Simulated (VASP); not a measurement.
# Si (P6_3/mmc) in VASP: a series of runs, part 2 of 3

VASP 6.6.1. The steps go on from the part before.

## Step 3: Single point, LDA

This run uses another cell than the first one, of 19.68 Å³/atom, 0.986 times its volume.

File INCAR:

```
SYSTEM = Si
PREC     = Accurate       ! precision mode
ENCUT    = 520            ! plane-wave cutoff, eV
EDIFF    = 1E-7           ! SCF threshold, eV
ISMEAR   = 0              ! smearing method
SIGMA    = 0.02           ! smearing width, eV
LREAL    = .False.        ! projectors in reciprocal space
LASPH    = .True.         ! aspherical terms in the spheres
NELM     = 80             ! most SCF steps
ALGO     = Normal         ! electronic algorithm
ISIF     = 2              ! what is computed and relaxed
LWAVE    = .False.        ! write WAVECAR
LCHARG   = .False.        ! write CHGCAR
NBANDS   = 16             ! bands
```

File KPOINTS:

```
regular mesh
0
Gamma
  9 9 6
  0 0 0
```

File POSCAR:

```
Si
1.0
    3.8021855388      0.0000000000      0.0000000000
   -1.9010927694      3.2927892665      0.0000000000
    0.0000000000      0.0000000000      6.2884070556
Si
4
Direct
    0.3333333333      0.6666666667      0.0000170854
    0.6666666667      0.3333333333      0.5000170854
    0.3333333333      0.6666666667      0.3739829146
    0.6666666667      0.3333333333      0.8739829146
```

Potentials or basis: VASP PAW LDA potentials, release 64 (Si).

Started as:

```
$ cat potpaw_LDA.64/Si/POTCAR > POTCAR
$ mpirun -np 1 vasp_std > vasp.out
```

OUTCAR:

```text
SYSTEM = Si
   PREC = Accurate
   ENCUT = 520
   EDIFF = 1E-7
   ISMEAR = 0
   LREAL = .False.
   LASPH = .True.
   NELM = 80
   ISIF = 2

 ion  position               nearest neighbor table
   1  0.333  0.667  0.000-   4 2.33   4 2.33   4 2.33   3 2.35
   2  0.667  0.333  0.500-   3 2.33   3 2.33   3 2.33   4 2.35
   3  0.333  0.667  0.374-   2 2.33   2 2.33   2 2.33   1 2.35
   4  0.667  0.333  0.874-   1 2.33   1 2.33   1 2.33   2 2.35

  LATTYP: Found a hexagonal cell.
 ALAT       =     3.8021855388
 C/A-ratio  =     1.6538927392

  Lattice vectors:

 A1 = (   3.8021855388,   0.0000000000,   0.0000000000)
 A2 = (  -1.9010927694,   3.2927892665,   0.0000000000)
 A3 = (   0.0000000000,   0.0000000000,   6.2884070556)

Analysis of symmetry for initial positions (statically):
=====================================================================
 Subroutine PRICEL returns:
 Original cell was already a primitive cell.

 Routine SETGRP: Setting up the symmetry group for a
 hexagonal supercell.

 Subroutine GETGRP returns: Found 24 space group operations
 (whereof  6 operations were pure point group operations)
 out of a pool of 24 trial point group operations.

The static configuration has the point symmetry C_3v.
 The point group associated with its full space group is D_6h.

Analysis of symmetry for dynamics (positions and initial velocities):
=====================================================================
 Subroutine PRICEL returns:
 Original cell was already a primitive cell.

 Routine SETGRP: Setting up the symmetry group for a
 hexagonal supercell.

 Subroutine GETGRP returns: Found 24 space group operations
 (whereof  6 operations were pure point group operations)
 out of a pool of 24 trial point group operations.

The dynamic configuration has the point symmetry C_3v.
 The point group associated with its full space group is D_6h.

 Subroutine INISYM returns: Found 24 space group operations
 (whereof  6 operations are pure point group operations),
 and found     1 'primitive' translations

----------------------------------------------------------------------------------------

                                     Primitive cell

  volume of cell :      78.7296

  direct lattice vectors                    reciprocal lattice vectors
     3.802185539  0.000000000  0.000000000     0.263006629  0.151846948  0.000000000
    -1.901092769  3.292789266  0.000000000     0.000000000  0.303693896  0.000000000
     0.000000000  0.000000000  6.288407056     0.000000000  0.000000000  0.159022784

  length of vectors
     3.802185539  3.802185539  6.288407056     0.303693896  0.303693896  0.159022784

  position of ions in fractional coordinates (direct lattice)
     0.333333333  0.666666667  0.000017085
     0.666666667  0.333333333  0.500017085
     0.333333333  0.666666667  0.373982915
     0.666666667  0.333333333  0.873982915

  ion indices of the primitive-cell ions
   primitive index   ion index
                 1           1
                 2           2
                 3           3
                 4           4

----------------------------------------------------------------------------------------

 KPOINTS: regular mesh

Automatic generation of k-mesh.
 Grid dimensions read from file:
 generate k-points for:    9    9    6

 Generating k-lattice:

  Cartesian coordinates                     Fractional coordinates (reciprocal lattice)
     0.029222959  0.016871883  0.000000000     0.111111111  0.000000000  0.000000000
     0.000000000  0.033743766  0.000000000     0.000000000  0.111111111  0.000000000
     0.000000000  0.000000000  0.026503797     0.000000000  0.000000000  0.166666667

  Length of vectors
     0.033743766  0.033743766  0.026503797

  Shift w.r.t. Gamma in fractional coordinates (k-lattice)
     0.000000000  0.000000000  0.000000000

 Subroutine IBZKPT returns following result:
 ===========================================

 Found     48 irreducible k-points:

 Following reciprocal coordinates:
            Coordinates               Weight
  0.000000  0.000000  0.000000      1.000000
  0.111111  0.000000  0.000000      6.000000
  0.222222  0.000000  0.000000      6.000000
  0.333333  0.000000  0.000000      6.000000
  0.444444  0.000000  0.000000      6.000000
  0.111111  0.111111  0.000000      6.000000
[... 16 lines left out ...]
  0.333333  0.222222  0.166667     24.000000
  0.333333  0.333333  0.166667      4.000000
 [... further k-points ...]
   k-points           NKPTS =     48   k-points in BZ     NKDIM =     48   number of bands    NBANDS=     16
   number of dos      NEDOS =    301   number of ions     NIONS =      4
   total plane-waves  NPLWV =  37632
   dimension x,y,z NGX =    28 NGY =   28 NGZ =   48
   dimension x,y,z NGXF=    56 NGYF=   56 NGZF=   96
   ions per type =               4
   NGX,Y,Z   is equivalent  to a cutoff of  12.24, 12.24, 12.69 a.u.
   NGXF,Y,Z  is equivalent  to a cutoff of  24.49, 24.49, 25.38 a.u.
 SYSTEM =  Si
   PREC   = accura    normal or accurate (medium, high low for compatibility)
   ISTART =      0    job   : 0-new  1-cont  2-samecut
   ICHARG =      2    charge: 1-file 2-atom 10-const
   ISPIN  =      1    spin polarized calculation?
   LNONCOLLINEAR =      F non collinear calculations
   LSORBIT =      F    spin-orbit coupling
   LASPH  =      T    aspherical Exc in radial PAW
   ENCUT  =  520.0 eV  38.22 Ry    6.18 a.u.   7.07  7.07 11.69*2*pi/ulx,y,z
   NELM   =     80;   NELMIN=  2; NELMDL= -5     # of ELM steps
   EDIFF  = 0.1E-06   stopping-criterion for ELM
   LREAL  =      F    real-space projection
   EDIFFG = 0.1E-05   stopping-criterion for IOM
   NSW    =      0    number of steps for IOM
   IBRION =     -1    ionic relax: 0-MD 1-quasi-New 2-CG
   NFREE  =      0    steps in history (QN), initial steepest desc. (CG)
   ISIF   =      2    stress and relaxation
   ISYM   =      2    0-nonsym 1-usesym 2-fastsym
   POTIM  = 0.5000    time-step for ionic-motion
   TEBEG  =    0.0;   TEEND  =   0.0 temperature during run
   PSTRESS=    0.0 pullay stress
   NELECT =      16.0000    total number of electrons
   NUPDOWN=      -1.0000    fix difference up-down
   EMIN   =  10.00;   EMAX   =-10.00  energy-range for DOS
   EFERMI =   0.00;   METHOD = LEGACY
   ISMEAR =     0;   SIGMA  =   0.02  broadening in eV -4-tet -1-fermi 0-gaus
   EFERMI_NEDOS =   21; number of points for ismear=-14 and -15
   IALGO  =     38    algorithm
   IMIX   =      4    mixing-type and parameters
     AMIX     =   0.40;   BMIX     =  1.00
     AMIX_MAG =   1.60;   BMIX_MAG =  1.00
  volume/ion in A,a.u.               =      19.68       132.82
  Fermi-wavevector in a.u.,A,eV,Ry     =   0.962503  1.818867 12.604607  0.926412
  Thomas-Fermi vector in A             =   2.091968
   LORBIT       =      0    0 simple, 1 ext, 2 COOP (PROOUT), +10 PAW based schemes
   GGA     = CA    functional components
   LHFCALC =     F    Hartree Fock is set to
   AEXX    =    0.0000 exact exchange contribution
   IVDW    =     0    specifies the selected vdW correction
   LEPSILON=     F    determine dielectric tensor
   LRPA    =     F    only Hartree local field effects (RPA)
 non-spin polarized calculation
 Gauss-broadening in eV      SIGMA  =   0.02
  energy-cutoff  :      520.00
  volume of cell :       78.73
 maximum number of plane-waves:      2134
   NGX = 15   NGY = 15   NGZ = 23

 number of electron      15.9999998 magnetization

 Free energy of the ion-electron system (eV)
  ---------------------------------------------------
  ext. energy  EPLUGINS =         0.00000000
  ---------------------------------------------------
  free energy    TOTEN  =       -23.79830407 eV

  energy without entropy =      -23.79830407  energy(sigma->0) =      -23.79830407

 E-fermi :   6.3630     XC(G=0):  -9.6658

 val. band max:        6.2091919176   @ k =   0.0000   0.0000   0.0000
 cond. band min:       6.5176721059   @ k =   0.4444   0.0000   0.0000
 fundamental gap:      0.3084801882
 Fermi energy:         6.3630040495

 k-point     1 :       0.0000    0.0000    0.0000
  band No.  band energies     occupation
      1      -6.1441      2.00000
      2      -3.8028      2.00000
      3      -1.1441      2.00000
      4       4.6641      2.00000
      5       4.6641      2.00000
      6       5.8425      2.00000
[... 8 lines left out ...]
     15      10.3634      0.00000
     16      12.0998      0.00000
[... 420 lines left out ...]
  band No.  band energies     occupation
      1      -2.8601      2.00000
      2      -2.8601      2.00000
      3      -0.6565      2.00000
      4      -0.6565      2.00000
      5       0.9472      2.00000
      6       2.5561      2.00000
[... 8 lines left out ...]
     15      13.2162      0.00000
     16      13.4170      0.00000

 [... further k-points ...]
[... 5 lines left out ...]
  --------------------------------------------------------------------------------------
  -------------------------------------------------------------------------------------
  Total        0.0289700      0.0289700      0.0328617      0.0000000      0.0000000      0.0000000
  in kB        0.5895515      0.5895515      0.6687483      0.0000000      0.0000000      0.0000000
  external PRESSURE =       0.6159505 kB  Pullay stress =       0.0000000 kB

 VOLUME and BASIS-vectors are now :
 -----------------------------------------------------------------------------
  energy-cutoff  :      520.00
  volume of cell :       78.73
      direct lattice vectors                 reciprocal lattice vectors
     3.802185539  0.000000000  0.000000000     0.263006629  0.151846948  0.000000000
    -1.901092769  3.292789266  0.000000000     0.000000000  0.303693896  0.000000000
     0.000000000  0.000000000  6.288407056     0.000000000  0.000000000  0.159022784

 POSITION                                       TOTAL-FORCE (eV/Angst)
 -----------------------------------------------------------------------------------
     -0.00000      2.19519      0.00011         0.000000      0.000000      0.001041
      1.90109      1.09760      3.14431        -0.000000     -0.000000      0.001041
     -0.00000      2.19519      2.35176        -0.000000      0.000000     -0.001041
      1.90109      1.09760      5.49596         0.000000     -0.000000     -0.001041
 -----------------------------------------------------------------------------------
    total drift:                               -0.000000      0.000000      0.000003

  FREE ENERGIE OF THE ION-ELECTRON SYSTEM (eV)
  ---------------------------------------------------
  free  energy   TOTEN  =       -23.7983040704 eV

  energy  without entropy=      -23.7983040704  energy(sigma->0) =      -23.79830407
```

Wall time 76 s (1 thread of Intel Xeon 8259CL, shared host); peak memory 0.17 GiB.

What came out:

- Free energy: -23.7983 eV
- Pressure: 0.1 GPa
- Band gap on the k mesh: 0.31 eV, indirect (least direct gap 0.99 eV)

Levels at points of the mesh, in eV from the valence-band top:
```tsv
k point	band 4	band 5	band 6	band 7	band 8	band 9	band 10	band 11	band 12	band 13
(0.00, 0.00, 0.00)	-1.55	-1.55	-0.37	0.00	0.00	0.99	1.95	1.95	2.30	3.61
(0.00, 0.00, 0.50)	-4.31	-0.94	-0.94	-0.94	-0.94	1.78	1.78	2.94	2.94	2.94
```

A k mesh can miss the band edges.

## Step 4: Single point, LDA

This run uses another cell than the first one, of 19.68 Å³/atom, 0.986 times its volume.

File INCAR:

```
  PREC = Accurate
  ENCUT = 520
  EDIFF = 1E-7
  ISMEAR = 0
  SIGMA = 0.01
  LREAL = F
  LASPH = T
  NELM = 60
  ALGO = Normal
  ISIF = 2
  LWAVE = F
  LCHARG = T
  GGA = CA
  LELF = T
  LVHAR = T
  NBANDS = 16
```

File KPOINTS:

```
regular mesh
0
Gamma
  9 9 6
```

POSCAR is that of step 3.

Potentials or basis: VASP PAW LDA potentials, release 64 (Si).

Started as:

```
$ cat potpaw_LDA.64/Si/POTCAR > POTCAR
$ mpirun -np 1 vasp_std > vasp.out
```

OUTCAR:

```text
PREC = Accurate
   ENCUT = 520
   EDIFF = 1E-7
   ISMEAR = 0
   LREAL = F
   LASPH = T
   NELM = 60
   ISIF = 2
   GGA = CA

 ion  position               nearest neighbor table
   1  0.333  0.667  0.000-   4 2.33   4 2.33   4 2.33   3 2.35
   2  0.667  0.333  0.500-   3 2.33   3 2.33   3 2.33   4 2.35
   3  0.333  0.667  0.374-   2 2.33   2 2.33   2 2.33   1 2.35
   4  0.667  0.333  0.874-   1 2.33   1 2.33   1 2.33   2 2.35

  LATTYP: Found a hexagonal cell.
 ALAT       =     3.8021855388
[... 648 lines left out ...]
     15      13.2162      0.00000
     16      13.4170      0.00000

 [... further k-points ...]
[... 5 lines left out ...]
  --------------------------------------------------------------------------------------
  -------------------------------------------------------------------------------------
  Total        0.0289700      0.0289700      0.0328617      0.0000000      0.0000000     -0.0000000
  in kB        0.5895515      0.5895515      0.6687483      0.0000000      0.0000000     -0.0000000
  external PRESSURE =       0.6159505 kB  Pullay stress =       0.0000000 kB

 VOLUME and BASIS-vectors are now :
 -----------------------------------------------------------------------------
  energy-cutoff  :      520.00
  volume of cell :       78.73
      direct lattice vectors                 reciprocal lattice vectors
     3.802185539  0.000000000  0.000000000     0.263006629  0.151846948  0.000000000
    -1.901092769  3.292789266  0.000000000     0.000000000  0.303693896  0.000000000
     0.000000000  0.000000000  6.288407056     0.000000000  0.000000000  0.159022784

 POSITION                                       TOTAL-FORCE (eV/Angst)
 -----------------------------------------------------------------------------------
     -0.00000      2.19519      0.00011        -0.000000     -0.000000      0.001041
      1.90109      1.09760      3.14431         0.000000      0.000000      0.001041
     -0.00000      2.19519      2.35176         0.000000     -0.000000     -0.001041
      1.90109      1.09760      5.49596         0.000000      0.000000     -0.001041
 -----------------------------------------------------------------------------------
    total drift:                               -0.000000      0.000000      0.000003

  FREE ENERGIE OF THE ION-ELECTRON SYSTEM (eV)
  ---------------------------------------------------
  free  energy   TOTEN  =       -23.7983040705 eV

  energy  without entropy=      -23.7983040705  energy(sigma->0) =      -23.79830407
```

Run time: 77 s. Hardware: 1 thread of Intel Xeon 8259CL, shared host; peak memory 0.17 GiB.

Results:

```yaml
Free_energy: -23.7983 eV
Pressure: 0.1 GPa
Band_gap_on_the_k_mesh: 0.31 eV, indirect (least direct gap 0.99 eV)
```

[end of part 2 of 3]
